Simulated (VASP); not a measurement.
Set up this calculation in VASP 6.6.1, as the native input.

```yaml
Task: molecular dynamics
Functional: PBE
Potentials_or_basis: VASP PAW PBE potentials, release 64 (Si, Ti_sv, Sn_d)
Cutoff: 350 eV
k_mesh: 1 × 1 × 1, shifted
Occupations: fermi-dirac, width 0.1482 eV
Spin: no spin polarisation
Dipole_correction: no
Mended: yes
Further_INCAR_settings: PREC = Normal; LREAL = Auto; ALGO = Normal; EDIFF = 1e-05; ISYM = -1; MAXMIX = 40; IBRION = 0; POTIM = 3.0; NSW = 40
```

The structure of Ti2Si13Sn lies in POSCAR:

```
Ti2Si13Sn
1.0
    6.7816700000     -0.0349430000      0.1121080000
   -0.0349430000      6.4658950000      0.1319420000
    0.1121080000      0.1319420000      6.4600740000
Si Ti Sn
13 2 1
Direct
    0.6256094479      0.6808432310      0.2042215077
    0.9787667780      0.9381153424      0.0870124887
    0.0118840183      0.2970568802      0.1109293843
    0.7084895250      0.1012695240      0.2195608145
    0.3247772129      0.5868737293      0.4921386917
    0.4003016842      0.3533519213      0.2084743350
    0.2655874559      0.1183384625      0.4459536525
    0.8180428994      0.5456183536      0.7254147416
    0.6179281091      0.2938943391      0.4991574549
    0.0735223524      0.6411497214      0.2524958519
    0.4101032014      0.1986314696      0.7514269946
    0.3224862595      0.9311788444      0.0876451214
    0.2899303579      0.5209446614      0.9003589586
    0.1457619617      0.8594219125      0.7545296885
    0.6127726018      0.8657402508      0.8218233412
    0.9567473989      0.2246390390      0.6772162647
```

One way to write it, as run:

INCAR

```
ALGO = Normal
EDIFF = 1E-5
ENCUT = 350
GGA = PE
GGA_COMPAT = False
IBRION = 0
ISIF = 2
ISMEAR = -1
ISYM = -1
LANGEVIN_GAMMA = 30 30 30
LASPH = True
LCHARG = False
LREAL = Auto
LWAVE = False
MAXMIX = 40
MDALGO = 3
NELM = 120
NELMIN = 4
NSW = 40
POTIM = 3.0
PREC = Normal
RANDOM_SEED = 27484 0 0
SIGMA = 0.1482
TEBEG = 1720.0
TEEND = 1720.0
```

KPOINTS

```
explicit points
1
Reciprocal
  0.25000000   0.25000000   0.25000000 1
```

Potentials or basis: VASP PAW PBE potentials, release 64 (Si, Ti_sv, Sn_d).

Command:

```bash
$ cat potpaw_PBE.64/Si/POTCAR potpaw_PBE.64/Ti_sv/POTCAR potpaw_PBE.64/Sn_d/POTCAR > POTCAR
$ mpirun -np 1 vasp_std > vasp.out
```

Run time: 3.6 min on 1 thread of Intel(R) Xeon(R) Platinum 8488C (Sapphire Rapids), with other jobs on the host, peak memory 0.2 GiB.
